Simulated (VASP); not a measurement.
A run of VASP 6.6.1 is set up as follows.

The input INCAR:

```
SYSTEM = Si3Ge
PREC     = Accurate       ! precision mode
ENCUT    = 520            ! plane-wave cutoff, eV
EDIFF    = 1E-6           ! SCF threshold, eV
ISMEAR   = 0              ! smearing method
SIGMA    = 0.1            ! smearing width, eV
LREAL    = .False.        ! projectors in reciprocal space
LASPH    = .True.         ! aspherical terms in the spheres
NELM     = 80             ! most SCF steps
ALGO     = Normal         ! electronic algorithm
ISIF     = 2              ! what is computed and relaxed
LWAVE    = .False.        ! write WAVECAR
LCHARG   = .False.        ! write CHGCAR
GGA      = PE             ! functional
NBANDS   = 21             ! bands
```

KPOINTS

```
Automatic mesh
0
Gamma
  6 6 4
  0 0 0
```

Contents of POSCAR:

```
Si3Ge
1.0
    3.7266508700      0.0000000000      0.0000000000
    0.0000000000      3.7266508700      0.0000000000
    0.0000000000      0.0000000000      4.8367554200
Si Ge
3 1
Direct
    0.0000000000      0.5000000000      0.0000000000
    0.5000000000      0.0000000000      0.0000000000
    0.0000000000      0.0000000000      0.5000000000
    0.5000000000      0.5000000000      0.0000000000
```

Potentials or basis: VASP PAW PBE potentials, release 64 (Si, Ge_d).

Run with:

```sh
$ cat potpaw_PBE.64/Si/POTCAR potpaw_PBE.64/Ge_d/POTCAR > POTCAR
$ mpirun -np 1 vasp_std > vasp.out
```

(1) What does it give for the pressure?

(2) Estimate the band gap on the k mesh.

Answers

(1) 70.6 GPa.

(2) zero (band 13 reaches 9.74 eV, above the bottom of band 14 at 6.83 eV).
